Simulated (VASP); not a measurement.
# AlN (P6_3mc) in VASP: vibrations by perturbation theory with PBEsol

Aim: the vibrations by perturbation theory of AlN with PBEsol.

Everything below comes from runs of VASP 6.6.1. Logs are shortened: lines on timing, memory, paths and dates and some standing lists are left out, and cuts for length are marked.

## (1) The cell of the first run

It takes space group P6_3mc (No. 186, hexagonal). The conventional cell has a = 3.114 Å, b = 3.114 Å, c = 4.983 Å, α = 90.00°, β = 90.00°, γ = 120.00°. Al (site symmetry 3m) has 4 N at 1.89 to 1.90 Å within 2.5 Å. Within 2.5 Å of N (site symmetry 3m) lie 4 Al at 1.89 to 1.90 Å.

## (2) Vibrations by perturbation theory, PBEsol

INCAR reads:

```
PREC = Accurate ; ENCUT = 520
EDIFF = 1E-8 ; ISMEAR = 0
SIGMA = 0.01 ; LREAL = F
LASPH = T ; NELM = 100
ALGO = Normal ; ISIF = 2
LWAVE = F ; LCHARG = F
GGA = PS ; IBRION = 8
NSW = 1 ; LEPSILON = T
```

KPOINTS reads:

```
regular mesh
0
Gamma
  9 9 6
```

POSCAR reads:

```
AlN
1.0
    3.1138126630      0.0000000000      0.0000000000
   -1.5569063315      2.6966408688      0.0000000000
    0.0000000000      0.0000000000      4.9833864622
Al N
2 2
Direct
    0.3333333333      0.6666666667     -0.0009968572
    0.6666666667      0.3333333333      0.4990031428
    0.3333333333      0.6666666667      0.3809968572
    0.6666666667      0.3333333333      0.8809968572
```

Potentials or basis: VASP PAW PBE potentials, release 64 (Al, N).

On the command line:

```
$ cat potpaw_PBE.64/Al/POTCAR potpaw_PBE.64/N/POTCAR > POTCAR
$ mpirun -np 1 vasp_std > vasp.out
```

OUTCAR:

```text
PREC = Accurate
   ENCUT = 520
   EDIFF = 1E-8
   ISMEAR = 0
   LREAL = F
   LASPH = T
   NELM = 100
   ISIF = 2
   GGA = PS
   IBRION = 8
   NSW = 1
   LEPSILON = T

 ion  position               nearest neighbor table
   1  0.333  0.667  0.999-   4 1.89   4 1.89   4 1.89   3 1.90   2 3.07   2 3.07   2 3.07   2 3.07
                             2 3.07   2 3.07
   2  0.667  0.333  0.499-   3 1.89   3 1.89   3 1.89   4 1.90   1 3.07   1 3.07   1 3.07   1 3.07
                             1 3.07   1 3.07
   3  0.333  0.667  0.381-   2 1.89   2 1.89   2 1.89   1 1.90
   4  0.667  0.333  0.881-   1 1.89   1 1.89   1 1.89   2 1.90

  LATTYP: Found a hexagonal cell.
 ALAT       =     3.1138126630
 C/A-ratio  =     1.6004130632

  Lattice vectors:

 A1 = (   3.1138126630,   0.0000000000,   0.0000000000)
 A2 = (  -1.5569063315,   2.6966408688,   0.0000000000)
 A3 = (   0.0000000000,   0.0000000000,   4.9833864622)

Analysis of symmetry for initial positions (statically):
=====================================================================
 Subroutine PRICEL returns:
 Original cell was already a primitive cell.

 Routine SETGRP: Setting up the symmetry group for a
 hexagonal supercell.

 Subroutine GETGRP returns: Found 12 space group operations
 (whereof  6 operations were pure point group operations)
 out of a pool of 24 trial point group operations.

The static configuration has the point symmetry C_3v.
 The point group associated with its full space group is C_6v.

Analysis of symmetry for dynamics (positions and initial velocities):
=====================================================================
 Subroutine PRICEL returns:
 Original cell was already a primitive cell.

 Routine SETGRP: Setting up the symmetry group for a
 hexagonal supercell.

 Subroutine GETGRP returns: Found 12 space group operations
 (whereof  6 operations were pure point group operations)
 out of a pool of 24 trial point group operations.

The dynamic configuration has the point symmetry C_3v.
 The point group associated with its full space group is C_6v.

 Subroutine INISYM returns: Found 12 space group operations
 (whereof  6 operations are pure point group operations),
 and found     1 'primitive' translations

----------------------------------------------------------------------------------------

                                     Primitive cell

  volume of cell :      41.8447

  direct lattice vectors                    reciprocal lattice vectors
     3.113812663  0.000000000  0.000000000     0.321149699  0.185415865  0.000000000
    -1.556906332  2.696640869  0.000000000     0.000000000  0.370831731  0.000000000
     0.000000000  0.000000000  4.983386462     0.000000000  0.000000000  0.200666757

  length of vectors
     3.113812663  3.113812663  4.983386462     0.370831731  0.370831731  0.200666757

  position of ions in fractional coordinates (direct lattice)
     0.333333333  0.666666667  0.999003143
     0.666666667  0.333333333  0.499003143
     0.333333333  0.666666667  0.380996857
     0.666666667  0.333333333  0.880996857

  ion indices of the primitive-cell ions
   primitive index   ion index
[... 553 lines left out ...]
     0.00000  0.25718  0.00000
     0.00000  0.00000 -0.38820

[... ionic steps 4 to 9 ...]

--------------------------------------- Ionic step       10  -------------------------------------------

------------------------ aborting loop because EDIFF is reached ----------------------------------------

[... ionic steps 11 to 11 ...]

--------------------------------------- Ionic step       12  -------------------------------------------

 Free energy of the ion-electron system (eV)
  ---------------------------------------------------
  ---------------------------------------------------
  free energy    TOTEN  =        -0.25275827 eV

  energy without entropy =       -0.25275827

------------------------ aborting loop because EDIFF is reached ----------------------------------------

 INTERNAL STRAIN TENSOR  FOR ION    3  DIRECTION 3   (eV/Angst):
 -----------------------------------------------------------------------------
     5.59853 -0.00000  0.00000
     0.00000  5.59853  0.00000
     0.00000  0.00000-12.40477

 MACROSCOPIC STATIC DIELECTRIC TENSOR (including local field effects in DFT)
 ------------------------------------------------------
           4.488928    -0.000000     0.000000
           0.000000     4.488928     0.000000
           0.000000    -0.000000     4.719105
 ------------------------------------------------------

 PIEZOELECTRIC TENSOR (including local field effects)  for field in x, y, z        (e  Angst)
          XX          YY          ZZ          XY          YZ          ZX
  --------------------------------------------------------------------------------
  x     0.00000     0.00000     0.00000     0.00000     0.00000     0.87141
  y    -0.00000    -0.00000     0.00000     0.00000     0.87141     0.00000
  z     0.67170     0.67170    -1.01387     0.00000     0.00000     0.00000

 PIEZOELECTRIC TENSOR (including local field effects)  for field in x, y, z        (C/m^2)
          XX          YY          ZZ          XY          YZ          ZX
  --------------------------------------------------------------------------------
  x     0.00000     0.00000     0.00000     0.00000     0.00000     0.33365
  y    -0.00000    -0.00000     0.00000     0.00000     0.33365     0.00000
  z     0.25718     0.25718    -0.38820     0.00000     0.00000     0.00000

 BORN EFFECTIVE CHARGES (including local field effects) (in |e|, cummulative output)
 ---------------------------------------------------------------------------------
 ion    1
    1     2.51198     0.00000     0.00000
    2     0.00000     2.51198     0.00000
    3    -0.00000     0.00000     2.67613
 ion    2
    1     2.51198     0.00000     0.00000
    2     0.00000     2.51198    -0.00000
    3     0.00000    -0.00000     2.67613
 ion    3
    1    -2.51198     0.00000     0.00000
    2     0.00000    -2.51198    -0.00000
    3     0.00000    -0.00000    -2.67613
 ion    4
    1    -2.51198     0.00000     0.00000
    2     0.00000    -2.51198     0.00000
    3     0.00000     0.00000    -2.67613

 INTERNAL STRAIN TENSOR FOR ION    4 for displacements in x,y,z  (eV/Angst):
          X           Y           Z          XY          YZ          ZX
  --------------------------------------------------------------------------------
  x    -0.00000     0.00000     0.00000    10.62524     0.00000     5.35032
  y    10.62524   -10.62524     0.00000     0.00000     5.38147     0.00000
  z     5.59853     5.59853   -12.40477    -0.00000    -0.00000     0.00000

 SECOND DERIVATIVES (NOT SYMMETRIZED)
 ------------------------------------
               1X          1Y          1Z          2X          2Y          2Z          3X          3Y          3Z          4X          4Y          4Z
  1X   -15.681909   -0.000000   -0.000000    0.665428    0.000000    0.000000    1.438215    0.000000    0.000000   13.578266   -0.000000    0.000000
  1Y    -0.000000  -15.681909    0.000000    0.000000    0.665428    0.000000    0.000000    1.438215    0.000000    0.000000   13.578266    0.000000
  1Z     0.000000    0.000000  -20.880311   -0.000000    0.000000    8.329722    0.000000    0.000000    6.406729    0.000000   -0.000000    6.143860
  2X     0.665428    0.000000   -0.000000  -15.681909   -0.000000    0.000000   13.578266    0.000000    0.000000    1.438215    0.000000    0.000000
  2Y     0.000000    0.665428   -0.000000    0.000000  -15.681909   -0.000000    0.000000   13.578266   -0.000000    0.000000    1.438215    0.000000
  2Z     0.000000    0.000000    8.329722    0.000000    0.000000  -20.880311   -0.000000    0.000000    6.143860    0.000000   -0.000000    6.406729
  3X     1.438163    0.000000    0.000000   13.577913   -0.000000    0.000000  -15.727960    0.000000    0.000000    0.711884    0.000000   -0.000000
  3Y    -0.000000    1.438163   -0.000000    0.000000   13.577913    0.000000    0.000000  -15.727960    0.000000    0.000000    0.711884    0.000000
  3Z     0.000000    0.000000    6.374738    0.000000    0.000000    6.171287    0.000000   -0.000000  -19.462561    0.000000    0.000000    6.916536
  4X    13.577913    0.000000    0.000000    1.438163    0.000000   -0.000000    0.711884    0.000000    0.000000  -15.727960    0.000000   -0.000000
  4Y    -0.000000   13.577913    0.000000   -0.000000    1.438163    0.000000    0.000000    0.711884   -0.000000    0.000000  -15.727960   -0.000000
  4Z    -0.000000    0.000000    6.171287   -0.000000    0.000000    6.374738    0.000000    0.000000    6.916536    0.000000    0.000000  -19.462561

 Eigenvectors and eigenvalues of the dynamical matrix
 ----------------------------------------------------

   1 f  =   21.459611 THz   134.834714 2PiTHz  715.815580 cm-1    88.749781 meV
             X         Y         Z           dx          dy          dz
     -0.000000  1.797761  4.978419    -0.000000   -0.000000    0.010580
      1.556906  0.898880  2.486726    -0.000000   -0.000000   -0.010580
     -0.000000  1.797761  1.898655     0.000000    0.000000   -0.707028
      1.556906  0.898880  4.390348     0.000000    0.000000    0.707028
[... 71 lines left out ...]
  12 f/i=    0.001573 THz     0.009884 2PiTHz    0.052474 cm-1     0.006506 meV
             X         Y         Z           dx          dy          dz
     -0.000000  1.797761  4.978419     0.000000    0.000000   -0.573707
      1.556906  0.898880  2.486726     0.000000    0.000000   -0.573707
     -0.000000  1.797761  1.898655     0.000000    0.000000   -0.413352
      1.556906  0.898880  4.390348     0.000000    0.000000   -0.413352

--------------------------------------------------------------------------------------------------------

 MACROSCOPIC STATIC DIELECTRIC TENSOR IONIC CONTRIBUTION
 ------------------------------------------------------
           3.634356    -0.000000    -0.000000
          -0.000000     3.634356    -0.000000
          -0.000000    -0.000000     4.936110
 ------------------------------------------------------

 ELASTIC MODULI CONTR FROM IONIC RELAXATION (kBar)
 Direction    XX          YY          ZZ          XY          YZ          ZX
 --------------------------------------------------------------------------------
 XX        -723.8689    340.5303    424.6914      0.0000     -0.0000      0.0000
 YY         340.5303   -723.8689    424.6914     -0.0000     -0.0000     -0.0000
 ZZ         424.6914    424.6914   -941.0100     -0.0000     -0.0000     -0.0000
 XY           0.0000     -0.0000     -0.0000   -532.1996      0.0000     -0.0000
 YZ           0.0000      0.0000     -0.0000      0.0000   -134.7570      0.0000
 ZX           0.0000     -0.0000     -0.0000     -0.0000      0.0000   -143.1003
 --------------------------------------------------------------------------------

 PIEZOELECTRIC TENSOR IONIC CONTR  for field in x, y, z        (C/m^2)
          XX          YY          ZZ          XY          YZ          ZX
  --------------------------------------------------------------------------------
  x     0.00000    -0.00000    -0.00000    -0.00000     0.00000    -0.67859
  y     0.00000     0.00000    -0.00000     0.00000    -0.65851     0.00000
  z    -0.91525    -0.91525     2.02797     0.00000     0.00000     0.00000
```

Wall time 10 min (1 thread of Intel Xeon Platinum 8488C (Sapphire Rapids), shared host); peak memory 0.4 GiB.

Results:

- Electronic dielectric tensor (diagonal): 4.49, 4.49, 4.72
- Born charges (mean of the diagonal): Al +2.57; N -2.57 e
- Highest phonon frequency at Γ, LO-TO splitting left out: 716 cm⁻¹

Phonon frequencies in cm⁻¹ (negative: imaginary):
```csv
q point,frequencies
"(0.000, 0.000, 0.000)",0 0 0 235 235 543 608 655 655 666 666 716
```

Electronic dielectric tensor:
```
4.49 0.00 0.00
0.00 4.49 0.00
0.00 0.00 4.72
```

Born effective charge tensors (e):
atom 1, Al
```
2.51 0.00 0.00
0.00 2.51 0.00
0.00 0.00 2.68
```
atom 2, Al
```
2.51 0.00 0.00
0.00 2.51 0.00
0.00 0.00 2.68
```
atom 3, N
```
-2.51  0.00  0.00
 0.00 -2.51  0.00
 0.00  0.00 -2.68
```
atom 4, N
```
-2.51  0.00  0.00
 0.00 -2.51  0.00
 0.00  0.00 -2.68
```
